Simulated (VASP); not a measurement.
Set up this calculation in VASP 6.6.1, as the native input.

* Task: relaxation of cell and atoms
* Functional: PBEsol
* Potentials or basis: VASP PAW PBE potentials, release 64 (Li_sv, Se)
* Cutoff: 750 eV
* k mesh: 12 × 12 × 12
* Occupations: fermi-dirac, width 0.05 eV
* Spin: no spin polarisation
* Dipole correction: no
* Further INCAR settings: ALGO = Normal; EDIFF = 1e-07; IBRION = 2; EDIFFG = -0.002; NSW = 100; ISIF = 3

The structure of Li2Se lies in POSCAR:

```
Li2Se
1.0
    0.0000000000      3.0025000000      3.0025000000
    3.0025000000      0.0000000000      3.0025000000
    3.0025000000      3.0025000000      0.0000000000
Li Se
2 1
Direct
    0.2500000000      0.2500000000      0.2500000000
    0.7500000000      0.7500000000      0.7500000000
    0.0000000000      0.0000000000      0.0000000000
```

One way to write it, as run:

INCAR

```
SYSTEM = Li2Se
PREC = Accurate
ENCUT = 750
EDIFF = 1E-7
ISMEAR = -1
SIGMA = 0.05
LREAL = .False.
LASPH = .True.
NELM = 120
ALGO = Normal
ISIF = 3
LWAVE = .False.
LCHARG = .False.
GGA = PS
IBRION = 2
NSW = 100
EDIFFG = -0.002
GGA_COMPAT = .False.
NELMIN = 4
```

KPOINTS

```
Automatic mesh
0
Gamma
  12 12 12
  0 0 0
```

Potentials or basis: VASP PAW PBE potentials, release 64 (Li_sv, Se).

Launch:

```console
$ cat potpaw_PBE.64/Li_sv/POTCAR potpaw_PBE.64/Se/POTCAR > POTCAR
$ mpirun -np 1 vasp_std > vasp.out
```

Results of the run:

| Quantity | Value |
| --- | --- |
| Relaxed volume | 17.52 Å³/atom |
| Relaxed cell | a = 4.205 Å, b = 4.205 Å, c = 4.205 Å, α = 60.00°, β = 60.00°, γ = 60.00° |
| Space group after relaxing (to 0.1 Å) | Fm-3m (No. 225) |
| Energy gained by relaxing | 1.7 meV/atom |
| Ionic steps | 3 |
| Pressure after relaxing | 0.0 GPa |
| Band gap on the k mesh | 2.81 eV (least direct gap 3.36 eV) |

Caveat: the PAW data sets were made with another functional, which shifts forces and pressure a little.

Wall time 4.1 min on 1 thread of Intel(R) Xeon(R) Platinum 8259CL CPU @ 2.50GHz (Skylake/Cascade Lake) (shared host), peak memory 0.28 GiB.
